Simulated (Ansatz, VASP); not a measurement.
# SrCl2: VASP beside Ansatz

```
Sr Cl
1.0
     2.36975    1.36818    3.87317
    -2.36975    1.36818    3.87317
     0.00000   -2.73636    3.87317
Sr Cl
1 2
Direct
  0.00000 0.00000 0.00000
  0.24995 0.24995 0.24995
  0.75005 0.75005 0.75005
```

Change from the starting cell: hydrostatic strain -3.5%.

Alike in both runs: task single point; functional HSE06; k mesh 4 × 4 × 4; no spin polarisation.

```csv
,VASP,Ansatz
version,VASP 6.6.1,Ansatz 0.2.0
potentials or method,"VASP PAW PBE potentials, release 64 (Sr_sv, Cl)","plane waves, PAW"
plane-wave cutoff (eV),520,420
occupations,"gaussian, width 0.01 eV",fixed
valence electrons in the cell,24,24
```

VASP gave:

- gap on the k mesh at the Fermi level (eV): 6.72
- pressure (GPa): 6.5

Question: What did Ansatz give for the same quantities?

Answer: gap on the k mesh at the Fermi level (eV): 6.74; pressure (GPa): 6.3.

Ansatz's warnings: stress exchange threshold loose, stress scf threshold loose.
